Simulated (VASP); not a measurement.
Wanted: the native input for a VASP 6.6.1 run.

| Item | Value |
| --- | --- |
| Task | single point |
| Functional | PBE |
| Potentials or basis | VASP PAW PBE potentials, release 64 (Al, Si, N, O) |
| Cutoff | 520 eV |
| k mesh | 12 × 12 × 12 |
| Occupations | gaussian, width 0.1 eV |
| Spin | no spin polarisation |
| Dipole correction | no |
| Further INCAR settings | ALGO = Normal; EDIFF = 1e-06; NBANDS = 21 |

The structure of Al3SiNO lies in POSCAR:

```
Al3SiNO
1.0
    2.6656840287      1.5390333916      2.9386801931
   -2.6656840287      1.5390333916      2.9386801931
    0.0000000000     -3.0780667831      2.9386801931
Al Si N O
3 1 1 1
Direct
    0.1643779884      0.6537984021      0.6537984021
    0.6537984021      0.1643779884      0.6537984021
    0.6537984021      0.6537984021      0.1643779884
    0.1624770530      0.1624770530      0.1624770530
    0.6670482322      0.6670482322      0.6670482322
    0.9484995422      0.9484995422      0.9484995422
```

The cell was generated, and may not be a known phase.

One way to write it, as run:

INCAR

```
ALGO = Normal
EDIFF = 1E-6
ENCUT = 520
GGA = PE
ISIF = 2
ISMEAR = 0
LASPH = T
LCHARG = F
LREAL = F
LWAVE = F
NBANDS = 21
NELM = 80
PREC = Accurate
SIGMA = 0.1
```

KPOINTS

```
k-points
0
Gamma
  12 12 12
```

Potentials or basis: VASP PAW PBE potentials, release 64 (Al, Si, N, O).

Command:

```bash
$ cat potpaw_PBE.64/Al/POTCAR potpaw_PBE.64/Si/POTCAR potpaw_PBE.64/N/POTCAR potpaw_PBE.64/O/POTCAR > POTCAR
$ mpirun -np 1 vasp_std > vasp.out
```

It gave:

- Pressure: -0.1 GPa
- Largest force: 0.007 eV/Å
- Band gap on the k mesh: zero (filled and empty bands touch)

Caveat: semilocal functionals underestimate gaps, and a narrow one can read as zero.

It took 5 min on 1 thread of Intel Xeon 8259CL (shared host), peak memory 0.38 GiB.
